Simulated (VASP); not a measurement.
Input of a VASP 6.6.1 run:

Contents of INCAR:

```
SYSTEM = NaCl
ALGO = Normal
EDIFF = 1E-6
ENCUT = 520
ISIF = 2
ISMEAR = 0
LASPH = .TRUE.
LCHARG = .TRUE.
LELF = .TRUE.
LREAL = .FALSE.
LVHAR = .TRUE.
LWAVE = .FALSE.
NBANDS = 14
NELM = 100
PREC = Accurate
SIGMA = 0.05
```

File KPOINTS:

```
k-points
0
G
  6 6 6
  0 0 0
```

Contents of POSCAR:

```
NaCl
1.0
    3.2220148000      0.0000000000      0.0000000000
    0.0000000000      3.2220148000      0.0000000000
    0.0000000000      0.0000000000      3.2220148000
Na Cl
1 1
Direct
    0.0000000000      0.0000000000      0.0000000000
    0.5000000000      0.5000000000      0.5000000000
```

Potentials or basis: VASP PAW LDA potentials, release 64 (Na_pv, Cl).

Command:

```console
$ cat potpaw_LDA.64/Na_pv/POTCAR potpaw_LDA.64/Cl/POTCAR > POTCAR
$ mpirun -np 1 vasp_std > vasp.out
```

Question: Predict the band gap on the k mesh.

Answer: 4.60 eV, indirect (least direct gap 4.99 eV).

Question: What does it give for the pressure?

Answer: 6.4 GPa.

Caveat: the cell differs from its parent crystal (strain -0.080 along x and y, -0.080 along z). A k mesh can miss the band edges.
